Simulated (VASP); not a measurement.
Ag: single point with PBEsol

Crystal: Ag.

```
CELL_PARAMETERS angstrom
-0.03831 1.96178 1.92622
2.05160 -0.07088 1.95879
2.06454 2.00729 -0.08383
ATOMIC_POSITIONS crystal
Ag 0.00000 0.00000 0.00000
```

```json
{
  "Program": "VASP 6.6.1",
  "Task": "single point",
  "Functional": "PBEsol",
  "Potentials or basis": "VASP PAW PBE potentials, release 64 (Ag)",
  "Cutoff": "520 eV",
  "k mesh": "14 × 14 × 14",
  "Occupations": "gaussian, width 0.15 eV",
  "Spin": "no spin polarisation"
}
```

| Quantity | Value |
| --- | --- |
| Pressure | 0.5 GPa |
| Band gap on the k mesh | zero (an odd number of electrons rules out a gap without spin polarisation) |

Stress tensor (GPa, compression positive):
```
-0.80  0.37  1.24
 0.37  0.85  3.37
 1.24  3.37  1.39
```

Levels at points of the mesh, in eV from the Fermi level:
```csv
k point,band 1,band 2,band 3,band 4,band 5,band 6,band 7,band 8,band 9,band 10
"(0.00, 0.00, 0.00)",-7.99,-5.09,-4.96,-4.52,-3.85,-3.59,15.94,18.92,19.44,21.20
"(0.50, 0.00, 0.00)",-6.52,-5.01,-4.71,-3.09,-2.76,-0.41,3.93,15.22,17.73,18.22
"(0.00, 0.50, 0.00)",-6.56,-5.18,-4.52,-3.03,-2.86,-0.67,3.44,15.15,18.05,19.35
"(0.50, 0.50, 0.00)",-6.57,-6.41,-3.01,-2.76,-2.57,1.95,7.51,10.15,10.64,16.94
"(0.00, 0.00, 0.50)",-6.58,-5.18,-4.51,-2.99,-2.91,-0.76,3.27,15.33,18.07,19.68
"(0.50, 0.00, 0.50)",-6.58,-6.41,-2.99,-2.82,-2.55,1.62,7.05,10.25,11.20,17.06
"(0.00, 0.50, 0.50)",-6.62,-6.41,-2.94,-2.75,-2.66,1.12,6.33,10.14,12.34,16.96
"(0.50, 0.50, 0.50)",-6.50,-4.92,-4.88,-2.98,-2.73,-0.10,4.45,14.85,17.12,17.60
```

Run time: 2.6 min on 1 thread of AMD EPYC 9R45 96-Core Processor (Zen 5), on a shared host, peak memory 0.33 GiB.

Caveat: the PAW data sets were made with another functional, which shifts forces and pressure a little.
